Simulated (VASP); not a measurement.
Write the native input for VASP 6.6.1 that does the following.

- Task: single point
- Functional: PBE
- Dispersion: D3(BJ)
- Potentials or basis: VASP PAW PBE potentials, release 64 (Ge_d)
- Cutoff: 520 eV
- k mesh: 10 × 10 × 10
- Occupations: fermi-dirac, width 0.05 eV
- Spin: no spin polarisation
- Dipole correction: no
- Further INCAR settings: ALGO = Normal; EDIFF = 1e-06; NBANDS = 13

The structure of Ge lies in POSCAR:

```
Ge
1.0
    2.7104700000      0.0000000000      0.0000000000
    0.0000000000      2.7104700000      0.0000000000
    0.0000000000      0.0000000000      2.7104700000
Ge
1
Direct
    0.0000000000      0.0000000000      0.0000000000
```

This isn't the form of Ge at room conditions, which is diamond.

The input as run:

INCAR

```
ALGO     = Normal         # electronic algorithm
EDIFF    = 1E-6           # SCF threshold, eV
ENCUT    = 520            # plane-wave cutoff, eV
GGA      = PE             # functional
ISIF     = 2              # what is computed and relaxed
ISMEAR   = -1             # smearing method
IVDW     = 12             # dispersion correction
LASPH    = T              # aspherical terms in the spheres
LCHARG   = F              # write CHGCAR
LREAL    = F              # projectors in reciprocal space
LWAVE    = F              # write WAVECAR
NBANDS   = 13             # bands
NELM     = 60             # most SCF steps
PREC     = Accurate       # precision mode
SIGMA    = 0.05           # smearing width, eV
```

KPOINTS

```
k-points
0
Gamma
  10 10 10
```

Potentials or basis: VASP PAW PBE potentials, release 64 (Ge_d).

Launch:

```sh
$ cat potpaw_PBE.64/Ge_d/POTCAR > POTCAR
$ mpirun -np 1 vasp_std > vasp.out
```

It gave:

The pressure is -3.3 GPa, the band gap on the k mesh is zero (bands 7 and 8 overlap by 9.11 eV) and the dispersion energy per atom is -0.336 eV.

Caveat: three body term missing; the cell stands under tension.

Run time: 7.4 s on 1 thread of Intel Xeon 8259CL (shared host), peak memory 0.14 GiB.
